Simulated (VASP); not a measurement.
A run of VASP 6.6.1 is set up as follows.

Contents of INCAR:

```
ALGO = Normal ; EDIFF = 1E-6
EDIFFG = -0.01 ; ENCUT = 600
GGA = PS ; IBRION = 2
ISIF = 3 ; ISMEAR = -1
LASPH = T ; LCHARG = F
LREAL = F ; LWAVE = F
NELM = 60 ; NSW = 80
PREC = Accurate ; SIGMA = 0.05
```

Contents of KPOINTS:

```
k-points
0
Gamma
  4 4 4
```

File POSCAR:

```
B
1.0
    2.4540015844      1.4168184754      4.1890000000
   -2.4540015844      1.4168184754      4.1890000000
    0.0000000000     -2.8336369507      4.1890000000
B
12
Direct
    0.0104000000      0.6573000000      0.0104000000
    0.0104000000      0.0104000000      0.6573000000
    0.6573000000      0.0104000000      0.0104000000
    0.9896000000      0.3427000000      0.9896000000
    0.3427000000      0.9896000000      0.9896000000
    0.9896000000      0.9896000000      0.3427000000
    0.2206000000      0.6323000000      0.2206000000
    0.2206000000      0.2206000000      0.6323000000
    0.6323000000      0.2206000000      0.2206000000
    0.7794000000      0.3677000000      0.7794000000
    0.3677000000      0.7794000000      0.7794000000
    0.7794000000      0.7794000000      0.3677000000
```

Potentials or basis: VASP PAW PBE potentials, release 64 (B).

Run with:

```bash
$ cat potpaw_PBE.64/B/POTCAR > POTCAR
$ mpirun -np 1 vasp_std > vasp.out
```

(1) Predict the relaxed volume.

(2) What does it give for the space group after relaxing (to 0.05 Å)?

(3) What does it give for the relaxed cell?

Answers

(1) 7.16 Å³/atom.

(2) R-3m (No. 166).

(3) a = 5.030 Å, b = 5.030 Å, c = 5.030 Å, α = 58.02°, β = 58.02°, γ = 58.02°.

Caveat: the PAW data sets were made with another functional, which shifts forces and pressure a little.
